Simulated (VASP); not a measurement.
Input of a VASP 6.6.1 run:

File INCAR:

```
SYSTEM = ZnGeP2
PREC     = Accurate       ! precision mode
ENCUT    = 500            ! plane-wave cutoff, eV
EDIFF    = 1E-6           ! SCF threshold, eV
ISMEAR   = -1             ! smearing method
SIGMA    = 0.02           ! smearing width, eV
LREAL    = .False.        ! projectors in reciprocal space
LASPH    = .True.         ! aspherical terms in the spheres
NELM     = 120            ! most SCF steps
ALGO     = Normal         ! electronic algorithm
ISIF     = 2              ! what is computed and relaxed
LWAVE    = .False.        ! write WAVECAR
LCHARG   = .False.        ! write CHGCAR
GGA      = PE             ! functional
NBANDS   = 46             ! bands
GGA_COMPAT= .False.
```

File KPOINTS:

```
Automatic mesh
0
Gamma
  6 6 6
  0 0 0
```

File POSCAR:

```
ZnGeP2
1.0
   -2.6416403673      2.6416403673      5.5040158007
    2.6416403673     -2.6416403673      5.5040158007
    2.6416403673      2.6416403673     -5.5040158007
Zn Ge P
2 2 4
Direct
    0.7500000000      0.2500000000      0.5000000000
    0.0000000000      0.0000000000      0.0000000000
    0.2500000000      0.7500000000      0.5000000000
    0.5000000000      0.5000000000      0.0000000000
    0.1268754166      0.6250000000      0.0018754166
    0.8750000000      0.8731245834      0.4981245834
    0.3750000000      0.3768754166      0.5018754166
    0.6231245834      0.1250000000      0.9981245834
```

Potentials or basis: VASP PAW PBE potentials, release 64 (Zn, Ge_d, P).

Run with:

```bash
$ cat potpaw_PBE.64/Zn/POTCAR potpaw_PBE.64/Ge_d/POTCAR potpaw_PBE.64/P/POTCAR > POTCAR
$ mpirun -np 1 vasp_std > vasp.out
```

Question: Estimate the largest force.

Answer: 0.060 eV/Å.

Question: Estimate the pressure.

Answer: 5.6 GPa.

Stress tensor (GPa, compression positive):
```
7.02 0.00 0.00
0.00 7.02 0.00
0.00 0.00 2.77
```

Caveat: the cell differs from its parent crystal (epitaxial xy strain -3.0%); the cell stands under pressure.
